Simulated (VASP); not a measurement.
# Nb in VASP: notebook

Runs on Nb. Level: PBEsol. Tasks: electric field gradients.

All numbers are computed with VASP 6.6.1; they aren't measurements. Logs are shortened: lines on timing, memory, paths and dates and some standing lists are left out, and cuts for length are marked.

### Step 1. The cell of the first run

The structure is cubic, space group Fd-3m (No. 227). The conventional cell has a = 5.659 Å, b = 5.659 Å, c = 5.659 Å, α = 90.00°, β = 90.00°, γ = 90.00°. Within 3.2 Å of Nb (site symmetry -43m) lie 4 Nb at 2.45 Å.

This isn't the form of Nb at room conditions, which is bcc.

### Step 2. Electric field gradients, PBEsol

File INCAR:

```
SYSTEM = Nb
  PREC = Accurate
  ENCUT = 520
  EDIFF = 1E-8
  ISMEAR = -1
  SIGMA = 0.05
  LREAL = .FALSE.
  LASPH = .TRUE.
  NELM = 80
  ALGO = Normal
  ISIF = 2
  LWAVE = .FALSE.
  LCHARG = .FALSE.
  GGA = PS
  LEFG = .TRUE.
  NBANDS = 20
```

File KPOINTS:

```
regular mesh
0
G
  9 9 9
  0 0 0
```

File POSCAR:

```
Nb
1.0
    0.0000000000      2.8296800281      2.8296800281
    2.8296800281      0.0000000000      2.8296800281
    2.8296800281      2.8296800281      0.0000000000
Nb
2
Direct
   -0.1250000000     -0.1250000000     -0.1250000000
    0.1250000000      0.1250000000      0.1250000000
```

Potentials or basis: VASP PAW PBE potentials, release 64 (Nb_sv).

On the command line:

```sh
> cat potpaw_PBE.64/Nb_sv/POTCAR > POTCAR
> mpirun -np 1 vasp_std > vasp.out
```

OUTCAR:

```text
SYSTEM = Nb
   PREC = Accurate
   ENCUT = 520
   EDIFF = 1E-8
   ISMEAR = -1
   LREAL = .FALSE.
   LASPH = .TRUE.
   NELM = 80
   ISIF = 2
   GGA = PS

 ion  position               nearest neighbor table
   1  0.875  0.875  0.875-   2 2.45   2 2.45   2 2.45   2 2.45
   2  0.125  0.125  0.125-   1 2.45   1 2.45   1 2.45   1 2.45

  LATTYP: Found a face centered cubic cell.
 ALAT       =     5.6593600562

  Lattice vectors:

 A1 = (   0.0000000000,   2.8296800281,   2.8296800281)
 A2 = (   2.8296800281,   0.0000000000,   2.8296800281)
 A3 = (   2.8296800281,   2.8296800281,   0.0000000000)

Analysis of symmetry for initial positions (statically):
=====================================================================
 Subroutine PRICEL returns:
 Original cell was already a primitive cell.

 Routine SETGRP: Setting up the symmetry group for a
 face centered cubic supercell.

 Subroutine GETGRP returns: Found 48 space group operations
 (whereof 12 operations were pure point group operations)
 out of a pool of 48 trial point group operations.

The static configuration has the point symmetry D_3d.
 The point group associated with its full space group is O_h .

Analysis of symmetry for dynamics (positions and initial velocities):
=====================================================================
 Subroutine PRICEL returns:
 Original cell was already a primitive cell.

 Routine SETGRP: Setting up the symmetry group for a
 face centered cubic supercell.

 Subroutine GETGRP returns: Found 48 space group operations
 (whereof 12 operations were pure point group operations)
 out of a pool of 48 trial point group operations.

The dynamic configuration has the point symmetry D_3d.
 The point group associated with its full space group is O_h .

 Subroutine INISYM returns: Found 48 space group operations
 (whereof 12 operations are pure point group operations),
 and found     1 'primitive' translations

----------------------------------------------------------------------------------------

                                     Primitive cell

  volume of cell :      45.3150

  direct lattice vectors                    reciprocal lattice vectors
[... 115 lines left out ...]
   IVDW    =     0    specifies the selected vdW correction
   LEPSILON=     F    determine dielectric tensor
   LRPA    =     F    only Hartree local field effects (RPA)
 non-spin polarized calculation
  energy-cutoff  :      520.00
  volume of cell :       45.32
 maximum number of plane-waves:      1243
 NGX is ok and might be reduce to    30
   NGX = 15   NGY = 15   NGZ = 15

 number of electron      26.0000002 magnetization

 Free energy of the ion-electron system (eV)
  ---------------------------------------------------
  ext. energy  EPLUGINS =         0.00000000
  ---------------------------------------------------
  free energy    TOTEN  =       -16.53558135 eV

  energy without entropy =      -16.51675664  energy(sigma->0) =      -16.52616900

 E-fermi :   7.9983     XC(G=0): -11.0750

 val. band max:        7.9514408011   @ k =  -0.3333   0.1111   0.0000
 cond. band min:       8.0183559988   @ k =   0.4444   0.3333   0.0000
 fundamental gap:      0.0669151977
 Fermi energy:         7.9982730786

 k-point     1 :       0.0000    0.0000    0.0000
  band No.  band energies     occupation
      1     -46.5339      2.00000
      2     -45.4827      2.00000
      3     -23.0353      2.00000
      4     -23.0353      2.00000
      5     -23.0353      2.00000
      6     -21.5084      2.00000
[... 541 lines left out ...]
     19      13.9726      0.00000
     20      14.4312      0.00000

 [... further k-points ...]
[... 5 lines left out ...]
  --------------------------------------------------------------------------------------
  -------------------------------------------------------------------------------------
  Total        1.8964579      1.8964579      1.8964579      0.0000000     -0.0000000      0.0000000
  in kB       67.0520106     67.0520106     67.0520106      0.0000000     -0.0000000      0.0000000
  external PRESSURE =      67.0520106 kB  Pullay stress =       0.0000000 kB

 VOLUME and BASIS-vectors are now :
 -----------------------------------------------------------------------------
  energy-cutoff  :      520.00
  volume of cell :       45.32
      direct lattice vectors                 reciprocal lattice vectors
     0.000000000  2.829680028  2.829680028    -0.176698424  0.176698424  0.176698424
     2.829680028  0.000000000  2.829680028     0.176698424 -0.176698424  0.176698424
     2.829680028  2.829680028  0.000000000     0.176698424  0.176698424 -0.176698424

 POSITION                                       TOTAL-FORCE (eV/Angst)
 -----------------------------------------------------------------------------------
      4.95194      4.95194      4.95194         0.000000     -0.000000     -0.000000
      0.70742      0.70742      0.70742        -0.000000      0.000000      0.000000
 -----------------------------------------------------------------------------------
    total drift:                               -0.000000      0.000000      0.000000

  FREE ENERGIE OF THE ION-ELECTRON SYSTEM (eV)
  ---------------------------------------------------
  free  energy   TOTEN  =       -16.5355813480 eV

  energy  without entropy=      -16.5167566432  energy(sigma->0) =      -16.52616900

 Electric field gradients (V/A^2)
---------------------------------------------------------------------
 ion       V_xx      V_yy      V_zz      V_xy      V_xz      V_yz
---------------------------------------------------------------------
   1      -0.000    -0.000    -0.000    -0.000    -0.000    -0.000
   2      -0.000    -0.000    -0.000    -0.000    -0.000    -0.000
---------------------------------------------------------------------

 Electric field gradients after diagonalization (V/A^2)
 (convention: |V_zz| > |V_xx| > |V_yy|)
----------------------------------------------------------------------
 ion       V_xx      V_yy      V_zz     asymmetry (V_yy - V_xx)/ V_zz
----------------------------------------------------------------------
   1       0.000     0.000    -0.001       0.000
   2       0.000     0.000    -0.001       0.000
----------------------------------------------------------------------

           NMR quadrupolar parameters

 Cq : quadrupolar parameter    Cq=e*Q*V_zz/h
 eta: asymmetry parameters     (V_yy - V_xx)/ V_zz
 Q  : nuclear electric quadrupole moment in mb (millibarn)
----------------------------------------------------------------------
 ion       Cq(MHz)       eta       Q (mb)
----------------------------------------------------------------------
   1      -0.000       0.000       1.000
   2      -0.000       0.000       1.000
----------------------------------------------------------------------
```

OSZICAR:

```text
N       E                     dE             d eps       ncg     rms          rms(c)
DAV:   1     0.301682848063E+03    0.30168E+03   -0.14729E+04  1400   0.132E+03
DAV:   2     0.589389562878E+01   -0.29579E+03   -0.28801E+03  1680   0.523E+02
DAV:   3    -0.157311083801E+02   -0.21625E+02   -0.20502E+02  2696   0.103E+02
DAV:   4    -0.165839769146E+02   -0.85287E+00   -0.83381E+00  1860   0.180E+01
DAV:   5    -0.166298976935E+02   -0.45921E-01   -0.45865E-01  2384   0.409E+00    0.965E+00
DAV:   6    -0.165153861895E+02    0.11451E+00   -0.39679E-01  2316   0.603E+00    0.437E+00
DAV:   7    -0.165278045548E+02   -0.12418E-01   -0.12135E-01  2520   0.358E+00    0.119E+00
DAV:   8    -0.165355365513E+02   -0.77320E-02   -0.29826E-02  2160   0.147E+00    0.188E-01
DAV:   9    -0.165355086668E+02    0.27884E-04   -0.21921E-03  2272   0.336E-01    0.141E-01
DAV:  10    -0.165355835271E+02   -0.74860E-04   -0.31852E-04  1692   0.205E-01    0.196E-02
DAV:  11    -0.165355815528E+02    0.19743E-05   -0.15272E-05  2032   0.344E-02    0.548E-03
DAV:  12    -0.165355815522E+02    0.66257E-09   -0.95344E-07  2056   0.126E-02    0.236E-03
DAV:  13    -0.165355813576E+02    0.19453E-06   -0.71148E-08  1896   0.240E-03    0.469E-04
DAV:  14    -0.165355813480E+02    0.96729E-08   -0.42263E-09  1016   0.794E-04
   1 F= -.16535581E+02 E0= -.16526169E+02  d E =-.188247E-01
```

stdout:

```text
POSCAR found type information on POSCAR Nb
 POSCAR found :  1 types and       2 ions
 scaLAPACK will be used
 -----------------------------------------------------------------------------
|                                                                             |
|                                                                             |
|     You enforced a specific xc type in the INCAR file but a different       |
|     I HOPE YOU KNOW WHAT YOU ARE DOING!                                     |
|                                                                             |
 -----------------------------------------------------------------------------

 LDA part: xc-table for (Slater+PW92), standard interpolation
 POSCAR, INCAR and KPOINTS ok, starting setup
 FFT: planning ... GRIDC
 FFT: planning ... GRID_SOFT
 FFT: planning ... GRID
 WAVECAR not read
 entering main loop
ion   1

ion   2
```

It took 55 s on 1 thread of Intel Xeon 8259CL, shared host; peak memory 0.18 GiB.

What came out:

```
Free energy                             : -16.5356 eV
Pressure                                : 6.7 GPa
Band gap on the k mesh                  : zero (bands 13 and 14 overlap by 1.60 eV)
Largest electric field gradient by atom : under 0.05 V/Å² on every atom
```

Caveat: the cell stands under pressure; the PAW data sets were made with another functional, which shifts forces and pressure a little.

### Step 3. Electric field gradients, PBEsol

File INCAR:

```
  ALGO = Normal
  EDIFF = 1E-8
  ENCUT = 520
  GGA = PS
  ISIF = 2
  ISMEAR = -1
  LASPH = T
  LCHARG = F
  LEFG = T
  LREAL = F
  LWAVE = F
  NBANDS = 20
  NELM = 80
  PREC = Accurate
  SIGMA = 0.05
```

File KPOINTS:

```
k-points
0
Gamma
  9 9 9
```

POSCAR is that of step 2.

Potentials or basis: VASP PAW PBE potentials, release 64 (Nb_sv).

On the command line:

```sh
> cat potpaw_PBE.64/Nb_sv/POTCAR > POTCAR
> mpirun -np 1 vasp_std > vasp.out
```

OUTCAR:

```text
EDIFF = 1E-8
   ENCUT = 520
   GGA = PS
   ISIF = 2
   ISMEAR = -1
   LASPH = T
   LREAL = F
   NELM = 80
   PREC = Accurate

 ion  position               nearest neighbor table
   1  0.875  0.875  0.875-   2 2.45   2 2.45   2 2.45   2 2.45
   2  0.125  0.125  0.125-   1 2.45   1 2.45   1 2.45   1 2.45

  LATTYP: Found a face centered cubic cell.
 ALAT       =     5.6593600562

  Lattice vectors:

 A1 = (   0.0000000000,   2.8296800281,   2.8296800281)
 A2 = (   2.8296800281,   0.0000000000,   2.8296800281)
 A3 = (   2.8296800281,   2.8296800281,   0.0000000000)

[... 765 lines left out ...]
  free  energy   TOTEN  =       -16.5355813480 eV

  energy  without entropy=      -16.5167566432  energy(sigma->0) =      -16.52616900

 Electric field gradients (V/A^2)
---------------------------------------------------------------------
 ion       V_xx      V_yy      V_zz      V_xy      V_xz      V_yz
---------------------------------------------------------------------
   1      -0.000    -0.000    -0.000    -0.000    -0.000    -0.000
   2      -0.000    -0.000    -0.000    -0.000    -0.000    -0.000
---------------------------------------------------------------------

 Electric field gradients after diagonalization (V/A^2)
 (convention: |V_zz| > |V_xx| > |V_yy|)
----------------------------------------------------------------------
 ion       V_xx      V_yy      V_zz     asymmetry (V_yy - V_xx)/ V_zz
----------------------------------------------------------------------
   1       0.000     0.000    -0.001       0.000
   2       0.000     0.000    -0.001       0.000
----------------------------------------------------------------------

           NMR quadrupolar parameters

 Cq : quadrupolar parameter    Cq=e*Q*V_zz/h
 eta: asymmetry parameters     (V_yy - V_xx)/ V_zz
 Q  : nuclear electric quadrupole moment in mb (millibarn)
----------------------------------------------------------------------
 ion       Cq(MHz)       eta       Q (mb)
----------------------------------------------------------------------
   1      -0.000       0.000       1.000
   2      -0.000       0.000       1.000
----------------------------------------------------------------------
```

OSZICAR:

```text
N       E                     dE             d eps       ncg     rms          rms(c)
DAV:   1     0.301682848063E+03    0.30168E+03   -0.14729E+04  1400   0.132E+03
DAV:   2     0.589389562878E+01   -0.29579E+03   -0.28801E+03  1680   0.523E+02
DAV:   3    -0.157311083801E+02   -0.21625E+02   -0.20502E+02  2696   0.103E+02
DAV:   4    -0.165839769146E+02   -0.85287E+00   -0.83381E+00  1860   0.180E+01
DAV:   5    -0.166298976935E+02   -0.45921E-01   -0.45865E-01  2384   0.409E+00    0.965E+00
DAV:   6    -0.165153861895E+02    0.11451E+00   -0.39679E-01  2316   0.603E+00    0.437E+00
DAV:   7    -0.165278045548E+02   -0.12418E-01   -0.12135E-01  2520   0.358E+00    0.119E+00
DAV:   8    -0.165355365513E+02   -0.77320E-02   -0.29826E-02  2160   0.147E+00    0.188E-01
DAV:   9    -0.165355086668E+02    0.27884E-04   -0.21921E-03  2272   0.336E-01    0.141E-01
DAV:  10    -0.165355835271E+02   -0.74860E-04   -0.31852E-04  1692   0.205E-01    0.196E-02
DAV:  11    -0.165355815528E+02    0.19743E-05   -0.15272E-05  2032   0.344E-02    0.548E-03
DAV:  12    -0.165355815522E+02    0.66257E-09   -0.95344E-07  2056   0.126E-02    0.236E-03
DAV:  13    -0.165355813576E+02    0.19453E-06   -0.71148E-08  1896   0.240E-03    0.469E-04
DAV:  14    -0.165355813480E+02    0.96729E-08   -0.42263E-09  1016   0.794E-04
   1 F= -.16535581E+02 E0= -.16526169E+02  d E =-.188247E-01
```

stdout:

```text
POSCAR found type information on POSCAR Nb
 POSCAR found :  1 types and       2 ions
 scaLAPACK will be used
 -----------------------------------------------------------------------------
|                                                                             |
|                                                                             |
|     You enforced a specific xc type in the INCAR file but a different       |
|     I HOPE YOU KNOW WHAT YOU ARE DOING!                                     |
|                                                                             |
 -----------------------------------------------------------------------------

 LDA part: xc-table for (Slater+PW92), standard interpolation
 POSCAR, INCAR and KPOINTS ok, starting setup
 FFT: planning ... GRIDC
 FFT: planning ... GRID_SOFT
 FFT: planning ... GRID
 WAVECAR not read
 entering main loop
ion   1

ion   2
```

Run time: 64 s. Hardware: 1 thread of Intel Xeon 8259CL, shared host; peak memory 0.18 GiB.

What came out:

* Free energy: -16.5356 eV
* Pressure: 6.7 GPa
* Band gap on the k mesh: zero (bands 13 and 14 overlap by 1.60 eV)
* Largest electric field gradient by atom: under 0.05 V/Å² on every atom

Caveat: the cell stands under pressure; the PAW data sets were made with another functional, which shifts forces and pressure a little.

(Continued in part 2 of 2.)

The gap in the log of VASP goes by the Fermi energy; the results here count the filled bands.